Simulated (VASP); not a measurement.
A run of VASP 6.6.1 is set up as follows.

The input INCAR:

```
PREC     = Accurate       # precision mode
ENCUT    = 520            # plane-wave cutoff, eV
EDIFF    = 1E-7           # SCF threshold, eV
ISMEAR   = 0              # smearing method
SIGMA    = 0.1            # smearing width, eV
LREAL    = F              # projectors in reciprocal space
LASPH    = T              # aspherical terms in the spheres
NELM     = 60             # most SCF steps
ALGO     = Normal         # electronic algorithm
ISIF     = 2              # what is computed and relaxed
LWAVE    = F              # write WAVECAR
LCHARG   = F              # write CHGCAR
GGA      = PE             # functional
NBANDS   = 24             # bands
```

File KPOINTS:

```
Automatic mesh
0
Gamma
  12 12 10
```

POSCAR

```
HfC5
1.0
    4.5959837478      0.0000000000      0.0000000000
   -2.2979918739      3.9802386810      0.0000000000
    0.0000000000      0.0000000000      3.1607253335
Hf C
1 5
Direct
    0.0000000000      0.0000000000      0.5000000000
    0.6333981478      0.0000000000      0.0000000000
    0.0000000000      0.6333981478      0.0000000000
    0.3666018522      0.3666018522      0.0000000000
    0.3333333333      0.6666666667      0.0000000000
    0.6666666667      0.3333333333      0.0000000000
```

Potentials or basis: VASP PAW PBE potentials, release 64 (Hf_pv, C).

Command:

```console
$ cat potpaw_PBE.64/Hf_pv/POTCAR potpaw_PBE.64/C/POTCAR > POTCAR
$ mpirun -np 1 vasp_std > vasp.out
```

(1) What does it give for the band gap on the k mesh?

(2) Estimate the largest force.

## Answers

(1) zero (bands 15 and 16 overlap by 2.22 eV).

(2) 0.069 eV/Å.

Caveat: spin-orbit coupling is left out, which moves the levels of the heavy elements.
